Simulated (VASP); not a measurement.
A run of VASP 6.6.1:

POSCAR

```
BeS
1.0
    0.0000000000      2.4250000000      2.3522500000
    2.4250000000      0.0000000000      2.3522500000
    2.4250000000      2.4250000000      0.0000000000
Be S
1 1
Direct
    0.0000000000      0.0000000000      0.0000000000
    0.7500000000      0.7500000000      0.7500000000
```

The input INCAR.step1:

```
PREC = Accurate
ENCUT = 520
ISMEAR = 0
SIGMA = 0.05
LREAL = False
LASPH = True
NELM = 60
NBANDS = 11
GGA = PE
ALGO = Normal
EDIFF = 1E-4
LWAVE = True
LCHARG = False
```

Contents of INCAR.step2:

```
PREC = Accurate
ENCUT = 520
EDIFF = 1E-6
ISMEAR = 0
SIGMA = 0.05
LREAL = False
LASPH = True
NELM = 60
ALGO = Normal
ISIF = 2
LWAVE = False
LCHARG = False
METAGGA = R2SCAN
LMIXTAU = True
NBANDS = 11
ISTART = 1
```

The input KPOINTS:

```
Automatic mesh
0
Gamma
  8 8 8
```

Potentials or basis: VASP PAW PBE potentials, release 64 (Be, S).

The run is started by

```bash
$ cat potpaw_PBE.64/Be/POTCAR potpaw_PBE.64/S/POTCAR > POTCAR
$ cp INCAR.step1 INCAR
$ mpirun -np 1 vasp_std > vasp.out
$ cp INCAR.step2 INCAR
$ mpirun -np 1 vasp_std > vasp.out
```

Hardware: 1 thread of Intel(R) Xeon(R) Platinum 8488C (Sapphire Rapids), on a shared host.

Problem. How long does it take, and how much memory?

Solution. It took 60 s on 1 thread of Intel(R) Xeon(R) Platinum 8488C (Sapphire Rapids) (shared host), peak memory 0.16 GiB. Counts: k points 59.
